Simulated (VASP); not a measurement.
ZnF2, 6 atoms in the cell. Symmetry: P4_2/mnm, No. 136, tetragonal system. The conventional cell has a = 4.672 Å, b = 4.672 Å, c = 3.108 Å, α = 90.00°, β = 90.00°, γ = 90.00°. Zn (site symmetry mmm) has 6 F at 2.00 to 2.03 Å within 2.6 Å. F (site symmetry m2m) has 3 Zn at 2.00 to 2.03 Å and 1 F at 2.61 Å within 2.7 Å. 

* Program: VASP 6.6.1
* Task: single point
* Functional: r2SCAN
* Potentials or basis: VASP PAW PBE potentials, release 64 (Zn, F)
* Cutoff: 660 eV
* k mesh: 6 × 6 × 10
* Occupations: fermi-dirac, width 0.02 eV
* Spin: no spin polarisation
* Dipole correction: no
* Further INCAR settings: ALGO = Normal; EDIFF = 1e-06; NBANDS = 35

Potentials or basis: VASP PAW PBE potentials, release 64 (Zn, F).

Launch:

```console
$ cat potpaw_PBE.64/Zn/POTCAR potpaw_PBE.64/F/POTCAR > POTCAR
$ cp INCAR.step1 INCAR
$ mpirun -np 1 vasp_std > vasp.out
$ cp INCAR.step2 INCAR
$ mpirun -np 1 vasp_std > vasp.out
```

Hardware: 1 thread of AMD EPYC 9755 128-Core Processor, with other jobs on the host.

Problem. Estimate the wall time of this run.

Solution. It took 19 min on 1 thread of AMD EPYC 9755 128-Core Processor (shared host), peak memory 0.28 GiB. Counts: k points 60.
